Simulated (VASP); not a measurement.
Input of a VASP 6.6.1 run:

INCAR

```
  ALGO = Normal
  EDIFF = 1E-8
  ENCUT = 520
  ISIF = 2
  ISMEAR = 0
  LASPH = T
  LCHARG = F
  LEPSILON = T
  LREAL = F
  LWAVE = F
  NELM = 60
  PREC = Accurate
  SIGMA = 0.01
```

File KPOINTS:

```
k-points
0
Gamma
  10 10 6
```

POSCAR

```
AlN
1.0
    3.1130000000      0.0000000000      0.0000000000
   -1.5565000000      2.6959370820      0.0000000000
    0.0000000000      0.0000000000      4.9810000000
Al N
2 2
Direct
    0.6666666667      0.3333333333      0.5000000000
    0.3333333333      0.6666666667      0.0000000000
    0.6666666667      0.3333333333      0.8800000000
    0.3333333333      0.6666666667      0.3800000000
```

Potentials or basis: VASP PAW LDA potentials, release 64 (Al, N).

Command:

```bash
$ cat potpaw_LDA.64/Al/POTCAR potpaw_LDA.64/N/POTCAR > POTCAR
$ mpirun -np 1 vasp_std > vasp.out
```

(1) Predict the electronic dielectric tensor (diagonal).

(2) What does it give for the Born charges (mean of the diagonal)?

(3) Predict the band gap on the k mesh.

Answers

(1) 4.45, 4.45, 4.64.

(2) Al +2.57; N -2.57 e.

(3) 4.25 eV.
